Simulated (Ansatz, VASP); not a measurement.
One calculation of Al, two programs

The input INCAR:

```
SYSTEM = Al
ALGO     = Normal         ! electronic algorithm
EDIFF    = 1E-7           ! SCF threshold, eV
ENCUT    = 520            ! plane-wave cutoff, eV
GGA      = PE             ! functional
ISIF     = 2              ! what is computed and relaxed
ISMEAR   = 0              ! smearing method
IVDW     = 12             ! dispersion correction
LASPH    = .TRUE.         ! aspherical terms in the spheres
LCHARG   = .TRUE.         ! write CHGCAR
LELF     = .TRUE.         ! ELF
LREAL    = .FALSE.        ! projectors in reciprocal space
LVHAR    = .TRUE.       
LWAVE    = .FALSE.        ! write WAVECAR
NBANDS   = 14             ! bands
NELM     = 80             ! most SCF steps
PREC     = Accurate       ! precision mode
SIGMA    = 0.15           ! smearing width, eV
```

File KPOINTS:

```
k-points
0
G
  18 18 4
  0 0 0
```

POSCAR

```
Al
1.0
    2.8144222650      0.0000000000      0.0000000000
   -1.4072111325      2.4373611785      0.0000000000
    0.0000000000      0.0000000000      9.2410470710
Al
4
Direct
    0.0000000000      0.0000000000      0.0000000000
    0.3333333333      0.6666666667      0.2197004032
    0.0000000000      0.0000000000      0.5000000000
    0.6666666667      0.3333333333      0.7500000000
```

Input for Ansatz:

```yaml
crystal:
  lattice:
    - [2.814422265, 0.0, 0.0]
    - [-1.4072111325, 2.4373611785, 0.0]
    - [0.0, 0.0, 9.241047071]
  atoms:
    - { symbol: Al, position: [0.0, 0.0, 0.0] }
    - { symbol: Al, position: [0.3333333333, 0.6666666667, 0.2197004032] }
    - { symbol: Al, position: [0.0, 0.0, 0.5] }
    - { symbol: Al, position: [0.6666666667, 0.3333333333, 0.75] }
basis:
  ecutwfc: 420
kpoints:
  mp_grid: { grid: [18, 18, 4] }
hamiltonian:
  xc: pbe
  pseudopotentials: { kind: paw, azcp: { folder: soft_1 } }
  dispersion: d3bj
scf:
  occupations: { method: gaussian, width: 0.15 }
output:
  forces: true
  stress: true
  eigenvalues: true
```

Alike in both runs: task single point; functional PBE; dispersion D3(BJ); k mesh 18 × 18 × 4; occupations gaussian, width 0.15 eV; no spin polarisation.

|  | VASP | Ansatz |
| --- | --- | --- |
| version | VASP 6.6.1 | Ansatz 0.2.0 |
| potentials or method | VASP PAW PBE potentials, release 64 (Al), cutoff 520 eV | scalar-relativistic, plane waves, PAW |
| valence electrons in the cell | 12 | 12 |

|  | VASP | Ansatz | Ansatz less VASP |
| --- | --- | --- | --- |
| gap on the k mesh at the Fermi level (eV) | none | none | - |
| pressure (GPa) | 1.8 | 1.8 | 0.00 |
| traceless stress, the component that is largest in VASP (GPa) | 1.56 | 1.55 | -0.007 |
| rms of the force components (eV/Å) | 0.632 | 0.632 | -0.0004 |

Atom by atom the forces differ by 0.000 eV/Å (rms over components). A gap of «none» marks a metal or a gap that the smearing closes.
